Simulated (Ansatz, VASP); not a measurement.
# Two plane-wave programs on LiOs

```
Li Os
1.0
     2.87047    0.00000    0.00000
     0.00000    2.87047    0.00000
     0.00000    0.00000    2.87047
Li Os
1 1
Direct
  0.00000 0.00000 0.00000
  0.50000 0.50000 0.50000
```

Alike in both runs: functional r2SCAN; k mesh 6 × 6 × 6; occupations gaussian, width 0.1 eV; no spin polarisation.

Ansatz relaxed the structure, and its values are those at the end. VASP's run is a single point on that final structure, the one shown.

|  | VASP | Ansatz |
| --- | --- | --- |
| version | VASP 6.6.1 | Ansatz 0.2.0 |
| potentials or method | VASP PAW PBE potentials, release 64 (Li_sv, Os_sv_GW), cutoff 830 eV | scalar-relativistic, plane waves, PAW |
| valence electrons in the cell | 19 | 19 |

Ansatz gave:

* gap on the k mesh at the Fermi level (eV): none
* pressure (GPa): -0.1

Problem. What did VASP give for the same quantities?

Solution. gap on the k mesh at the Fermi level (eV): none; pressure (GPa): 1.0.

VASP's potentials were made for PBE, not for r2SCAN. A gap of «none» marks a metal or a gap that the smearing closes. The functional is the same, so the differences come from potentials, cutoffs and numerics.

The k mesh is coarse, so the values compare programs but aren't converged. Neither program's run includes spin-orbit coupling.
